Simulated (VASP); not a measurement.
# Si3Sn (P1) in VASP: notebook

Si3Sn is run at these levels: PBE; tasks: single point.

Everything below comes from runs of VASP 6.6.1. Logs are shortened: lines on timing, memory, paths and dates and some standing lists are left out, and cuts for length are marked.

**1. The cell of the first run**

The typed cell holds 4 atoms: a = 7.033 Å, b = 7.033 Å, c = 7.033 Å, α = 33.45°, β = 33.45°, γ = 33.45°.

**2. Single point, PBE**

Contents of INCAR:

```
ALGO     = Normal         # electronic algorithm
EDIFF    = 1E-7           # SCF threshold, eV
ENCUT    = 520            # plane-wave cutoff, eV
GGA      = PE             # functional
ISIF     = 2              # what is computed and relaxed
ISMEAR   = -1             # smearing method
LASPH    = True           # aspherical terms in the spheres
LCHARG   = True           # write CHGCAR
LELF     = True           # ELF
LREAL    = False          # projectors in reciprocal space
LVHAR    = True         
LWAVE    = False          # write WAVECAR
NBANDS   = 21             # bands
NELM     = 80             # most SCF steps
PREC     = Accurate       # precision mode
SIGMA    = 0.052          # smearing width, eV
```

Contents of KPOINTS:

```
k-points
0
Gamma
  4 4 4
```

Contents of POSCAR:

```
Si3Sn
1.0
    2.0239181879      1.1685097106      6.6336726392
   -2.0239181879      1.1685097106      6.6336726392
    0.0000000000     -2.3370194212      6.6336726392
Si Sn
3 1
Direct
    0.9995341346      0.0023638873      0.0131541772
    0.5177071017      0.4963544599      0.4780382960
    0.3664246034      0.3488596642      0.4033871537
    0.8732045363      0.8817424308      0.8706224493
```

Potentials or basis: VASP PAW PBE potentials, release 64 (Si, Sn_d).

Launch:

```
$ cat potpaw_PBE.64/Si/POTCAR potpaw_PBE.64/Sn_d/POTCAR > POTCAR
$ mpirun -np 1 vasp_std > vasp.out
```

OUTCAR:

```text
EDIFF = 1E-7
   ENCUT = 520
   GGA = PE
   ISIF = 2
   ISMEAR = -1
   LASPH = True
   LREAL = False
   NELM = 80
   PREC = Accurate

 ion  position               nearest neighbor table
   1  1.000  0.002  0.013-   3 2.36   3 2.44   3 2.51   4 2.58
   2  0.518  0.496  0.478-   4 2.45   4 2.48   3 2.48   4 2.57
   3  0.366  0.349  0.403-   1 2.36   1 2.44   2 2.48   1 2.51
   4  0.873  0.882  0.871-   2 2.45   2 2.48   2 2.57   1 2.58

  LATTYP: Found a trigonal (rhomboedric) cell.
 ALAT       =     7.0332974101
 COS(alpha) =     0.8343856604

  Lattice vectors:

 A1 = (   2.0239181879,   1.1685097106,   6.6336726392)
 A2 = (  -2.0239181879,   1.1685097106,   6.6336726392)
 A3 = (   0.0000000000,  -2.3370194212,   6.6336726392)

Analysis of symmetry for initial positions (statically):
=====================================================================
 Subroutine PRICEL returns:
 Original cell was already a primitive cell.

 Routine SETGRP: Setting up the symmetry group for a
 trigonal (rhombohedral) supercell.

 Subroutine GETGRP returns: Found  1 space group operations
 (whereof  1 operations were pure point group operations)
 out of a pool of 12 trial point group operations.

The static configuration has the point symmetry C_1 .

Analysis of symmetry for dynamics (positions and initial velocities):
=====================================================================
 Subroutine PRICEL returns:
 Original cell was already a primitive cell.

 Routine SETGRP: Setting up the symmetry group for a
 trigonal (rhombohedral) supercell.

 Subroutine GETGRP returns: Found  1 space group operations
 (whereof  1 operations were pure point group operations)
 out of a pool of 12 trial point group operations.

The dynamic configuration has the point symmetry C_1 .

 Subroutine INISYM returns: Found  1 space group operations
 (whereof  1 operations are pure point group operations),
 and found     1 'primitive' translations

----------------------------------------------------------------------------------------

                                     Primitive cell

  volume of cell :      94.1305

  direct lattice vectors                    reciprocal lattice vectors
     2.023918188  1.168509711  6.633672639     0.247045559  0.142631820  0.050248686
    -2.023918188  1.168509711  6.633672639    -0.247045559  0.142631820  0.050248686
     0.000000000 -2.337019421  6.633672639     0.000000000 -0.285263640  0.050248686

  length of vectors
     7.033297410  7.033297410  7.033297410     0.289655441  0.289655441  0.289655441

  position of ions in fractional coordinates (direct lattice)
     0.999534135  0.002363887  0.013154177
     0.517707102  0.496354460  0.478038296
     0.366424603  0.348859664  0.403387154
     0.873204536  0.881742431  0.870622449

  ion indices of the primitive-cell ions
   primitive index   ion index
                 1           1
                 2           2
                 3           3
                 4           4

----------------------------------------------------------------------------------------

 KPOINTS: k-points

Automatic generation of k-mesh.
 Grid dimensions read from file:
 generate k-points for:    4    4    4

 Generating k-lattice:

  Cartesian coordinates                     Fractional coordinates (reciprocal lattice)
     0.061761390  0.035657955  0.012562171     0.250000000  0.000000000  0.000000000
    -0.061761390  0.035657955  0.012562171     0.000000000  0.250000000  0.000000000
     0.000000000 -0.071315910  0.012562171     0.000000000  0.000000000  0.250000000

  Length of vectors
     0.072413860  0.072413860  0.072413860

  Shift w.r.t. Gamma in fractional coordinates (k-lattice)
     0.000000000  0.000000000  0.000000000

 Subroutine IBZKPT returns following result:
 ===========================================

 Found     36 irreducible k-points:

 Following reciprocal coordinates:
            Coordinates               Weight
  0.000000  0.000000  0.000000      1.000000
  0.250000 -0.000000  0.000000      2.000000
 -0.000000  0.250000  0.000000      2.000000
  0.000000  0.000000  0.250000      2.000000
  0.500000 -0.000000  0.000000      1.000000
 -0.000000  0.500000  0.000000      1.000000
[... 16 lines left out ...]
  0.250000  0.250000  0.250000      2.000000
  0.500000  0.250000  0.250000      2.000000
 [... further k-points ...]
   k-points           NKPTS =     36   k-points in BZ     NKDIM =     36   number of bands    NBANDS=     21
   number of dos      NEDOS =    301   number of ions     NIONS =      4
   total plane-waves  NPLWV = 157464
   dimension x,y,z NGX =    54 NGY =   54 NGZ =   54
   dimension x,y,z NGXF=   108 NGYF=  108 NGZF=  108
   ions per type =               3   1
   NGX,Y,Z   is equivalent  to a cutoff of  12.76, 12.76, 12.76 a.u.
   NGXF,Y,Z  is equivalent  to a cutoff of  25.53, 25.53, 25.53 a.u.
 SYSTEM =  unknown system
   PREC   = accura    normal or accurate (medium, high low for compatibility)
   ISTART =      0    job   : 0-new  1-cont  2-samecut
   ICHARG =      2    charge: 1-file 2-atom 10-const
   ISPIN  =      1    spin polarized calculation?
   LNONCOLLINEAR =      F non collinear calculations
   LSORBIT =      F    spin-orbit coupling
   LASPH  =      T    aspherical Exc in radial PAW
   ENCUT  =  520.0 eV  38.22 Ry    6.18 a.u.  13.08 13.08 13.08*2*pi/ulx,y,z
   NELM   =     80;   NELMIN=  2; NELMDL= -5     # of ELM steps
   EDIFF  = 0.1E-06   stopping-criterion for ELM
   LREAL  =      F    real-space projection
   EDIFFG = 0.1E-05   stopping-criterion for IOM
   NSW    =      0    number of steps for IOM
   IBRION =     -1    ionic relax: 0-MD 1-quasi-New 2-CG
   NFREE  =      0    steps in history (QN), initial steepest desc. (CG)
   ISIF   =      2    stress and relaxation
   ISYM   =      2    0-nonsym 1-usesym 2-fastsym
   POTIM  = 0.5000    time-step for ionic-motion
   TEBEG  =    0.0;   TEEND  =   0.0 temperature during run
   PSTRESS=    0.0 pullay stress
   NELECT =      26.0000    total number of electrons
   NUPDOWN=      -1.0000    fix difference up-down
   EMIN   =  10.00;   EMAX   =-10.00  energy-range for DOS
   EFERMI =   0.00;   METHOD = LEGACY
   ISMEAR =    -1;   SIGMA  =   0.05  broadening in eV -4-tet -1-fermi 0-gaus
[... 10 lines left out ...]
   LHFCALC =     F    Hartree Fock is set to
   AEXX    =    0.0000 exact exchange contribution
   IVDW    =     0    specifies the selected vdW correction
   LEPSILON=     F    determine dielectric tensor
   LRPA    =     F    only Hartree local field effects (RPA)
 non-spin polarized calculation
  energy-cutoff  :      520.00
  volume of cell :       94.13
 maximum number of plane-waves:      2574
 NGX is ok and might be reduce to    54
   NGX = 27   NGY = 27   NGZ = 27

 number of electron      26.0000003 magnetization

 Free energy of the ion-electron system (eV)
  ---------------------------------------------------
  ext. energy  EPLUGINS =         0.00000000
  ---------------------------------------------------
  free energy    TOTEN  =       -19.17102407 eV

  energy without entropy =      -19.16710107  energy(sigma->0) =      -19.16906257

 E-fermi :   6.2212     XC(G=0):  -9.2541

 val. band max:        6.2206325668   @ k =   0.0000   0.0000   0.0000
 cond. band min:       6.2475241338   @ k =   0.5000  -0.0000   0.5000
 fundamental gap:      0.0268915670
 Fermi energy:         6.2211605569

 k-point     1 :       0.0000    0.0000    0.0000
  band No.  band energies     occupation
      1     -15.3468      2.00000
      2     -15.3357      2.00000
      3     -15.3218      2.00000
      4     -15.2681      2.00000
      5     -15.2656      2.00000
      6      -5.7242      2.00000
[... 13 lines left out ...]
     20       9.4638      0.00000
     21      12.4855      0.00000

 k-point     2 :       0.2500   -0.0000    0.0000
  band No.  band energies     occupation
      1     -15.3471      2.00000
      2     -15.3305      2.00000
      3     -15.3131      2.00000
      4     -15.2721      2.00000
      5     -15.2613      2.00000
      6      -5.0448      2.00000
[... 13 lines left out ...]
     20      11.2279      0.00000
     21      12.0138      0.00000

 k-point     3 :      -0.0000    0.2500    0.0000
  band No.  band energies     occupation
      1     -15.3504      2.00000
      2     -15.3237      2.00000
      3     -15.3149      2.00000
      4     -15.2702      2.00000
      5     -15.2638      2.00000
      6      -5.0446      2.00000
[... 13 lines left out ...]
     20      11.1688      0.00000
     21      12.0383      0.00000

 k-point     4 :       0.0000    0.0000    0.2500
  band No.  band energies     occupation
      1     -15.3503      2.00000
      2     -15.3245      2.00000
      3     -15.3127      2.00000
      4     -15.2723      2.00000
      5     -15.2628      2.00000
      6      -5.0309      2.00000
[... 13 lines left out ...]
     20      10.9833      0.00000
     21      11.9758      0.00000

 k-point     5 :       0.5000   -0.0000    0.0000
  band No.  band energies     occupation
      1     -15.3530      2.00000
      2     -15.3236      2.00000
      3     -15.3049      2.00000
      4     -15.2747      2.00000
      5     -15.2539      2.00000
      6      -3.2903      2.00000
[... 13 lines left out ...]
     20      11.3374      0.00000
     21      11.9047      0.00000

 k-point     6 :      -0.0000    0.5000    0.0000
  band No.  band energies     occupation
      1     -15.3569      2.00000
      2     -15.3124      2.00000
      3     -15.3089      2.00000
      4     -15.2732      2.00000
      5     -15.2566      2.00000
      6      -3.4431      2.00000
[... 13 lines left out ...]
     20      11.3731      0.00000
     21      11.8843      0.00000

 k-point     7 :       0.0000    0.0000    0.5000
  band No.  band energies     occupation
      1     -15.3570      2.00000
      2     -15.3136      2.00000
      3     -15.3044      2.00000
      4     -15.2757      2.00000
      5     -15.2566      2.00000
      6      -3.1912      2.00000
[... 13 lines left out ...]
     20      11.3997      0.00000
     21      11.9212      0.00000
[... 291 lines left out ...]
      1     -15.3570      2.00000
      2     -15.3136      2.00000
      3     -15.3044      2.00000
      4     -15.2757      2.00000
      5     -15.2566      2.00000
      6      -3.4652      2.00000
[... 13 lines left out ...]
     20      14.6759      0.00000
     21      14.6998      0.00000

 k-point    21 :       0.5000   -0.0000    0.5000
  band No.  band energies     occupation
      1     -15.3569      2.00000
      2     -15.3124      2.00000
      3     -15.3089      2.00000
      4     -15.2732      2.00000
      5     -15.2566      2.00000
      6      -3.6644      2.00000
[... 13 lines left out ...]
     20      14.7157      0.00000
     21      14.7918      0.00000

 k-point    22 :      -0.0000    0.5000    0.5000
  band No.  band energies     occupation
      1     -15.3530      2.00000
      2     -15.3236      2.00000
      3     -15.3050      2.00000
      4     -15.2747      2.00000
      5     -15.2540      2.00000
      6      -3.6618      2.00000
[... 13 lines left out ...]
     20      14.6523      0.00000
     21      14.7974      0.00000

 k-point    23 :       0.2500    0.2500    0.2500
  band No.  band energies     occupation
      1     -15.3468      2.00000
      2     -15.3357      2.00000
      3     -15.3218      2.00000
      4     -15.2681      2.00000
      5     -15.2657      2.00000
      6      -5.5416      2.00000
[... 13 lines left out ...]
     20       9.6424      0.00000
     21      12.7522      0.00000

 k-point    24 :       0.5000    0.2500    0.2500
  band No.  band energies     occupation
      1     -15.3471      2.00000
      2     -15.3305      2.00000
      3     -15.3131      2.00000
      4     -15.2721      2.00000
      5     -15.2613      2.00000
      6      -4.7354      2.00000
[... 13 lines left out ...]
     20      11.3610      0.00000
     21      11.5499      0.00000

 [... further k-points ...]
[... 5 lines left out ...]
  --------------------------------------------------------------------------------------
  -------------------------------------------------------------------------------------
  Total        0.9397746      3.0073079     -0.4874570     -0.4538164      0.4824498      0.3196194
  in kB       15.9957169     51.1867924     -8.2969092     -7.7243188      8.2116823      5.4401781
  external PRESSURE =      19.6285334 kB  Pullay stress =       0.0000000 kB

 VOLUME and BASIS-vectors are now :
 -----------------------------------------------------------------------------
  energy-cutoff  :      520.00
  volume of cell :       94.13
      direct lattice vectors                 reciprocal lattice vectors
     2.023918188  1.168509711  6.633672639     0.247045559  0.142631820  0.050248686
    -2.023918188  1.168509711  6.633672639    -0.247045559  0.142631820  0.050248686
     0.000000000 -2.337019421  6.633672639     0.000000000 -0.285263640  0.050248686

 POSITION                                       TOTAL-FORCE (eV/Angst)
 -----------------------------------------------------------------------------------
      2.01819      1.13999      6.73352         0.350987     -0.836326      0.150120
      0.04322      0.06776      9.89810        -0.649774     -0.796417     -1.471740
      0.03555     -0.10691      7.42090        -0.350193      0.991515      0.941949
     -0.01728      0.01601     17.41717         0.648980      0.641228      0.379671
 -----------------------------------------------------------------------------------
    total drift:                                0.000026     -0.000018     -0.000419

  FREE ENERGIE OF THE ION-ELECTRON SYSTEM (eV)
  ---------------------------------------------------
  free  energy   TOTEN  =       -19.1710240723 eV

  energy  without entropy=      -19.1671010744  energy(sigma->0) =      -19.16906257
```

Run time: 2.3 min. Hardware: 1 thread of Intel Xeon Platinum 8488C (Sapphire Rapids), shared host; peak memory 0.41 GiB.

What came out:

```
Free energy            : -19.1710 eV
Pressure               : 2.0 GPa
Largest force          : 1.795 eV/Å
Band gap on the k mesh : 0.03 eV, indirect (least direct gap 0.22 eV)
```

Forces on the atoms (eV/Å):
```
Si   0.351 -0.836  0.150
Si  -0.650 -0.796 -1.472
Si  -0.350  0.992  0.942
Sn   0.649  0.641  0.380
```

Stress tensor (GPa, compression positive):
```
 1.60 -0.77  0.54
-0.77  5.12  0.82
 0.54  0.82 -0.83
```

Caveat: the k points lie up to 0.45 Å⁻¹ apart; spin-orbit coupling is left out, which moves the levels of the heavy elements; forces of over 1 eV/Å act on the atoms, so gaps and moduli don't describe the material at rest. A k mesh can miss the band edges.

**3. Single point, PBE**

Contents of INCAR:

```
SYSTEM = Si3Sn
PREC = Accurate
ENCUT = 520
EDIFF = 1E-7
ISMEAR = -1
SIGMA = 0.052
LREAL = .FALSE.
LASPH = .TRUE.
NELM = 100
ALGO = Normal
ISIF = 2
LWAVE = .FALSE.
LCHARG = .FALSE.
GGA = PE
NBANDS = 21
```

Contents of KPOINTS:

```
Automatic mesh
0
G
  4 4 4
  0 0 0
```

Contents of POSCAR:

```
Si3Sn
1.0
    2.0239181879      1.1685097106      6.6336726392
   -2.0239181879      1.1685097106      6.6336726392
    0.0000000000     -2.3370194212      6.6336726392
Si Sn
3 1
Direct
    0.9913964508     -0.0238130632      0.0477871871
    0.5012991135      0.4976527210      0.4793802349
    0.3675052468      0.3522432663      0.4077086900
    0.8787558782      0.8868278448      0.8610890038
```

Potentials or basis: VASP PAW PBE potentials, release 64 (Si, Sn_d).

Launch:

```
$ cat potpaw_PBE.64/Si/POTCAR potpaw_PBE.64/Sn_d/POTCAR > POTCAR
$ mpirun -np 1 vasp_std > vasp.out
```

Wall time 2.4 min (1 thread of Intel Xeon Platinum 8488C (Sapphire Rapids), shared host); peak memory 0.41 GiB.

Results (log left out):

```
Free energy            : -19.3287 eV
Pressure               : 1.4 GPa
Largest force          : 0.518 eV/Å
Band gap on the k mesh : 0.16 eV, indirect (least direct gap 0.41 eV)
```

Forces on the atoms (eV/Å):
```
Si  -0.006  0.377  0.354
Si  -0.237 -0.040  0.018
Si  -0.013 -0.268 -0.274
Sn   0.257 -0.070 -0.099
```

Stress tensor (GPa, compression positive):
```
 1.89 -0.37  0.31
-0.37  1.24 -0.35
 0.31 -0.35  1.22
```

Levels at points of the mesh, in eV from the valence-band top:
```csv
k point,band 9,band 10,band 11,band 12,band 13,band 14,band 15,band 16,band 17,band 18
"(0.00, 0.00, 0.00)",-1.87,-1.64,-0.55,-0.12,0.00,0.41,1.58,1.80,2.02,2.29
"(0.50, 0.00, 0.00)",-6.43,-3.85,-3.75,-2.80,-2.07,0.68,1.65,3.61,3.82,4.56
"(0.00, 0.50, 0.00)",-6.55,-3.82,-3.77,-2.80,-2.04,0.68,1.73,3.55,3.86,4.63
"(0.00, 0.00, 0.50)",-6.46,-4.00,-3.60,-2.90,-2.06,0.60,1.67,3.50,3.94,4.35
"(0.50, 0.50, 0.00)",-6.97,-3.23,-3.19,-1.59,-1.40,0.17,0.41,0.72,2.84,3.11
"(0.50, 0.00, 0.50)",-7.09,-3.19,-3.14,-1.63,-1.37,0.16,0.38,0.84,2.85,3.19
"(0.00, 0.50, 0.50)",-7.00,-3.19,-3.13,-1.63,-1.41,0.20,0.41,0.78,2.83,3.15
"(0.50, 0.50, 0.50)",-4.16,-1.73,-1.48,-0.60,-0.49,0.46,1.77,2.52,2.67,3.42
```

Caveat: the k points lie up to 0.45 Å⁻¹ apart; spin-orbit coupling is left out, which moves the levels of the heavy elements.

**4. Single point, PBE**

Contents of INCAR:

```
SYSTEM = Si3Sn
ALGO = Normal ; EDIFF = 1E-6
ENCUT = 520 ; GGA = PE
ISIF = 2 ; ISMEAR = -1
LASPH = .TRUE. ; LCHARG = .TRUE.
LELF = .TRUE. ; LREAL = .FALSE.
LVHAR = .TRUE. ; LWAVE = .FALSE.
NBANDS = 21 ; NELM = 60
PREC = Accurate ; SIGMA = 0.052
```

Contents of KPOINTS:

```
k-points
0
G
  4 4 4
  0 0 0
```

Contents of POSCAR:

```
Si3Sn
1.0
    2.0239181879      1.1685097106      6.6336726392
   -2.0239181879      1.1685097106      6.6336726392
    0.0000000000     -2.3370194212      6.6336726392
Si Sn
3 1
Direct
    0.9907825763     -0.0407546729      0.0716206416
    0.4763720700      0.5047748979      0.4842581748
    0.3635934757      0.3509407903      0.4160150402
    0.8857241291      0.8894589639      0.8523312490
```

Launch:

```
$ cat potpaw_PBE.64/Si/POTCAR potpaw_PBE.64/Sn_d/POTCAR > POTCAR
$ mpirun -np 1 vasp_std > vasp.out
```

It took 2.2 min on 1 thread of Intel Xeon Platinum 8488C (Sapphire Rapids), shared host; peak memory 0.41 GiB.

It converged, with:

```yaml
Free_energy: -19.1855 eV
Pressure: 1.7 GPa
Largest_force: 1.621 eV/Å
Band_gap_on_the_k_mesh: zero (band 13 reaches 6.25 eV, above the bottom of band 14 at 6.11 eV)
```

Forces in eV/Å, atoms in the order of the input:
```
Si  -0.430  0.841 -0.090
Si   0.485  0.546  1.448
Si   0.423 -0.779 -1.178
Sn  -0.478 -0.607 -0.180
```

Stress tensor (GPa, compression positive):
```
 2.32  0.54 -0.49
 0.54 -0.91 -0.83
-0.49 -0.83  3.67
```

Levels at points of the mesh, in eV from the Fermi level:
```
           k point  band 10  band 11  band 12  band 13  band 14  band 15  band 16  band 17
(0.00, 0.00, 0.00)    -1.54    -0.75    -0.07     0.10     0.54     1.52     1.63     2.13
(0.50, 0.00, 0.00)    -3.97    -3.75    -2.86    -1.81     0.58     1.91     3.54     3.72
(0.00, 0.50, 0.00)    -3.92    -3.81    -2.81    -1.85     0.72     1.81     3.37     3.83
(0.00, 0.00, 0.50)    -4.14    -3.60    -3.08    -1.92     0.43     1.71     3.55     3.71
(0.50, 0.50, 0.00)    -3.35    -3.17    -1.59    -1.30     0.04     0.45     0.60     2.73
(0.50, 0.00, 0.50)    -3.19    -3.11    -1.74    -1.16    -0.04     0.45     0.89     2.66
(0.00, 0.50, 0.50)    -3.26    -3.15    -1.64    -1.21    -0.01     0.39     0.92     2.67
(0.50, 0.50, 0.50)    -2.01    -1.38    -0.56    -0.26     0.37     1.89     2.39     2.84
```

Caveat: the k points lie up to 0.45 Å⁻¹ apart; spin-orbit coupling is left out, which moves the levels of the heavy elements; forces of over 1 eV/Å act on the atoms, so gaps and moduli don't describe the material at rest.
